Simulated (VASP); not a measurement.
# Co (Im-3m) in VASP: a series of runs, part 2 of 2

VASP 6.6.1. The steps go on from the part before.

## (3) Single point, PBE, non-collinear spin, typed start

INCAR

```
PREC = Accurate ; ENCUT = 600
EDIFF = 1E-6 ; ISMEAR = 0
SIGMA = 0.05 ; LREAL = F
LASPH = T ; NELM = 200
ALGO = Normal ; ISIF = 2
LWAVE = F ; LCHARG = F
LNONCOLLINEAR = T ; MAGMOM = 0.461 -0.807 -1.047 -0.914 0.46 0.628
LORBIT = 11 ; LMAXMIX = 4
GGA = PE ; ISYM = -1
NBANDS = 30 ; GGA_COMPAT = F
```

KPOINTS

```
Automatic mesh
0
Gamma
  2 2 2
```

POSCAR

```
Co
1.0
    2.9274000000      0.0000000000      0.0000000000
    0.0000000000      2.9274000000      0.0000000000
    0.0000000000      0.0000000000      2.9274000000
Co
2
Direct
    0.0000000000      0.0000000000      0.0000000000
    0.5000000000      0.5000000000      0.5000000000
```

Potentials or basis: VASP PAW PBE potentials, release 64 (Co).

Command:

```
cat potpaw_PBE.64/Co/POTCAR > POTCAR
mpirun -np 1 vasp_ncl > vasp.out
```

OUTCAR:

```text
PREC = Accurate
   ENCUT = 600
   EDIFF = 1E-6
   ISMEAR = 0
   LREAL = F
   LASPH = T
   NELM = 200
   ISIF = 2
   LNONCOLLINEAR = T
   LORBIT = 11
   GGA = PE
   ISYM = -1

 ion  position               nearest neighbor table
   1  0.000  0.000  0.000-   2 2.54   2 2.54   2 2.54   2 2.54   2 2.54   2 2.54   2 2.54   2 2.54

   2  0.500  0.500  0.500-   1 2.54   1 2.54   1 2.54   1 2.54   1 2.54   1 2.54   1 2.54   1 2.54

IMPORTANT INFORMATION: All symmetrisations will be switched off!
NOSYMM: (Re-)initialisation of all symmetry stuff for point group C_1.

----------------------------------------------------------------------------------------

                                     Primitive cell

  volume of cell :      25.0869

  direct lattice vectors                    reciprocal lattice vectors
     2.927400000  0.000000000  0.000000000     0.341600055  0.000000000  0.000000000
     0.000000000  2.927400000  0.000000000     0.000000000  0.341600055  0.000000000
     0.000000000  0.000000000  2.927400000     0.000000000  0.000000000  0.341600055

  length of vectors
     2.927400000  2.927400000  2.927400000     0.341600055  0.341600055  0.341600055

  position of ions in fractional coordinates (direct lattice)
     0.000000000  0.000000000  0.000000000
     0.500000000  0.500000000  0.500000000

  ion indices of the primitive-cell ions
   primitive index   ion index
                 1           1
                 2           2

----------------------------------------------------------------------------------------

 KPOINTS: Automatic mesh

Automatic generation of k-mesh.
 Grid dimensions read from file:
 generate k-points for:    2    2    2

 Generating k-lattice:

  Cartesian coordinates                     Fractional coordinates (reciprocal lattice)
     0.170800027  0.000000000  0.000000000     0.500000000  0.000000000  0.000000000
     0.000000000  0.170800027  0.000000000     0.000000000  0.500000000  0.000000000
     0.000000000  0.000000000  0.170800027     0.000000000  0.000000000  0.500000000

  Length of vectors
     0.170800027  0.170800027  0.170800027

  Shift w.r.t. Gamma in fractional coordinates (k-lattice)
     0.000000000  0.000000000  0.000000000

 Subroutine IBZKPT returns following result:
 ===========================================

 Found      8 irreducible k-points:

 Following reciprocal coordinates:
            Coordinates               Weight
  0.000000  0.000000  0.000000      1.000000
  0.500000  0.000000  0.000000      1.000000
  0.000000  0.500000  0.000000      1.000000
  0.500000  0.500000  0.000000      1.000000
  0.000000  0.000000  0.500000      1.000000
  0.500000  0.000000  0.500000      1.000000
  0.000000  0.500000  0.500000      1.000000
  0.500000  0.500000  0.500000      1.000000
   k-points           NKPTS =      8   k-points in BZ     NKDIM =      8   number of bands    NBANDS=     30
   number of dos      NEDOS =    301   number of ions     NIONS =      2
   total plane-waves  NPLWV =  13824
   dimension x,y,z NGX =    24 NGY =   24 NGZ =   24
   dimension x,y,z NGXF=    48 NGYF=   48 NGZF=   48
   ions per type =               2
   NGX,Y,Z   is equivalent  to a cutoff of  13.63, 13.63, 13.63 a.u.
   NGXF,Y,Z  is equivalent  to a cutoff of  27.26, 27.26, 27.26 a.u.
 SYSTEM =  unknown system
   PREC   = accura    normal or accurate (medium, high low for compatibility)
   ISTART =      0    job   : 0-new  1-cont  2-samecut
   ICHARG =      2    charge: 1-file 2-atom 10-const
   ISPIN  =      1    spin polarized calculation?
   LNONCOLLINEAR =      T non collinear calculations
   LSORBIT =      F    spin-orbit coupling
   LASPH  =      T    aspherical Exc in radial PAW
   ENCUT  =  600.0 eV  44.10 Ry    6.64 a.u.   5.85  5.85  5.85*2*pi/ulx,y,z
   NELM   =    200;   NELMIN=  2; NELMDL= -5     # of ELM steps
   EDIFF  = 0.1E-05   stopping-criterion for ELM
   LREAL  =      F    real-space projection
   EDIFFG = 0.1E-04   stopping-criterion for IOM
   NSW    =      0    number of steps for IOM
   IBRION =     -1    ionic relax: 0-MD 1-quasi-New 2-CG
   NFREE  =      0    steps in history (QN), initial steepest desc. (CG)
   ISIF   =      2    stress and relaxation
   ISYM   =     -1    0-nonsym 1-usesym 2-fastsym
   POTIM  = 0.5000    time-step for ionic-motion
   TEBEG  =    0.0;   TEEND  =   0.0 temperature during run
   PSTRESS=    0.0 pullay stress
   NELECT =      18.0000    total number of electrons
   NUPDOWN=      -1.0000    fix difference up-down
   EMIN   =  10.00;   EMAX   =-10.00  energy-range for DOS
   EFERMI =   0.00;   METHOD = LEGACY
   ISMEAR =     0;   SIGMA  =   0.05  broadening in eV -4-tet -1-fermi 0-gaus
   EFERMI_NEDOS =   21; number of points for ismear=-14 and -15
   IALGO  =     38    algorithm
   IMIX   =      4    mixing-type and parameters
     AMIX     =   0.40;   BMIX     =  1.00
     AMIX_MAG =   1.60;   BMIX_MAG =  1.00
  volume/ion in A,a.u.               =      12.54        84.65
  Fermi-wavevector in a.u.,A,eV,Ry     =   1.465605  2.769592 29.225286  2.147998
  Thomas-Fermi vector in A             =   2.581442
   LORBIT       =     11    0 simple, 1 ext, 2 COOP (PROOUT), +10 PAW based schemes
   GGA     = PE    functional components
   LHFCALC =     F    Hartree Fock is set to
   AEXX    =    0.0000 exact exchange contribution
   IVDW    =     0    specifies the selected vdW correction
   LEPSILON=     F    determine dielectric tensor
   LRPA    =     F    only Hartree local field effects (RPA)
 Gauss-broadening in eV      SIGMA  =   0.05
  energy-cutoff  :      600.00
  volume of cell :       25.09
 maximum number of plane-waves:      1694
 NGX is ok and might be reduce to    24
   NGX = 11   NGY = 11   NGZ = 11

 number of electron      18.0000019 magnetization      -1.2540099     -0.7274330     -0.8716172

 Free energy of the ion-electron system (eV)
  ---------------------------------------------------
  ext. energy  EPLUGINS =         0.00000000
  ---------------------------------------------------
  free energy    TOTEN  =       -11.64127383 eV

  energy without entropy =      -11.62625692  energy(sigma->0) =      -11.63376537

 E-fermi :   8.3367     XC(G=0): -12.5810

 val. band max:        8.3221322772   @ k =   0.5000   0.5000   0.0000
 cond. band min:       8.3821054078   @ k =   0.0000   0.0000   0.0000
 fundamental gap:      0.0599731306
 Fermi energy:         8.3366523807

 k-point     1 :       0.0000    0.0000    0.0000
  band No.  band energies     occupation
      1      -0.0894      1.00000
      2       0.6369      1.00000
      3       4.1072      1.00000
      4       4.1072      1.00000
      5       4.7828      1.00000
      6       4.7828      1.00000
[... 22 lines left out ...]
     29      22.3405      0.00000
     30      22.3405      0.00000
[... 200 lines left out ...]
  band No.  band energies     occupation
      1       5.1814      1.00000
      2       5.1815      1.00000
      3       5.1815      1.00000
      4       5.1852      1.00000
      5       5.1852      1.00000
      6       5.1852      1.00000
[... 22 lines left out ...]
     29      16.3251      0.00000
     30      16.3262      0.00000

------------------------ aborting loop because EDIFF is reached ----------------------------------------

  FORCE on cell =-STRESS in cart. coord.  units (eV):
  Direction    XX          YY          ZZ          XY          YZ          ZX
  --------------------------------------------------------------------------------------
  -------------------------------------------------------------------------------------
  Total       -1.7106375     -1.7107629     -1.7106382     -0.0000175      0.0000078     -0.0000085
  in kB     -109.2502337   -109.2582401   -109.2502779     -0.0011181      0.0004959     -0.0005427
  external PRESSURE =    -109.2529172 kB  Pullay stress =       0.0000000 kB

 VOLUME and BASIS-vectors are now :
 -----------------------------------------------------------------------------
  energy-cutoff  :      600.00
  volume of cell :       25.09
      direct lattice vectors                 reciprocal lattice vectors
     2.927400000  0.000000000  0.000000000     0.341600055  0.000000000  0.000000000
     0.000000000  2.927400000  0.000000000     0.000000000  0.341600055  0.000000000
     0.000000000  0.000000000  2.927400000     0.000000000  0.000000000  0.341600055

 POSITION                                       TOTAL-FORCE (eV/Angst)
 -----------------------------------------------------------------------------------
      0.00000      0.00000      0.00000         0.000001      0.000000     -0.000002
      1.46370      1.46370      1.46370        -0.000001     -0.000000      0.000002
 -----------------------------------------------------------------------------------
    total drift:                                0.000007      0.000001     -0.000002

  FREE ENERGIE OF THE ION-ELECTRON SYSTEM (eV)
  ---------------------------------------------------
  free  energy   TOTEN  =       -11.6412738266 eV

  energy  without entropy=      -11.6262569173  energy(sigma->0) =      -11.63376537

 total charge

# of ion       s       p       d       tot
------------------------------------------
    1        0.434   0.456   7.126   8.016
    2        0.434   0.456   7.125   8.015
--------------------------------------------------
tot          0.869   0.911  14.251  16.031

 magnetization (x)

# of ion       s       p       d       tot
------------------------------------------
    1        0.018  -0.152   0.641   0.507
    2       -0.041  -0.161  -1.298  -1.500
--------------------------------------------------
tot         -0.023  -0.313  -0.657  -0.993

 magnetization (y)

# of ion       s       p       d       tot
------------------------------------------
    1       -0.026  -0.096  -0.827  -0.950
    2        0.013  -0.090   0.455   0.378
--------------------------------------------------
tot         -0.013  -0.186  -0.372  -0.572

 magnetization (z)

# of ion       s       p       d       tot
------------------------------------------
    1       -0.034  -0.116  -1.083  -1.233
    2        0.018  -0.107   0.638   0.548
--------------------------------------------------
tot         -0.016  -0.224  -0.445  -0.685
```

stdout:

```text
POSCAR found type information on POSCAR Co
 POSCAR found :  1 types and       2 ions
 scaLAPACK will be used
 LDA part: xc-table for (Slater+PW92), standard interpolation
 POSCAR, INCAR and KPOINTS ok, starting setup
 FFT: planning ... GRIDC
 FFT: planning ... GRID_SOFT
 FFT: planning ... GRID
 WAVECAR not read
 entering main loop
```

It took 46 s on 1 thread of Intel Xeon 8259CL, shared host; peak memory 0.2 GiB.

What came out:

| Item | Value |
| --- | --- |
| Free energy | -11.6413 eV |
| Pressure | -10.9 GPa |
| Band gap on the k mesh | zero (bands 18 and 19 overlap by 1.28 eV) |
| Net moment | 1.69 μB per cell |
| Valence electrons inside the program's atomic spheres | Co 8.02 |

Moments on the atoms (μB; x, y, z):
```
Co   0.51 -0.95 -1.23
Co  -1.50  0.38  0.55
```

Caveat: the k points lie up to 1.07 Å⁻¹ apart, too coarse for converged energies and pressures of a metal.
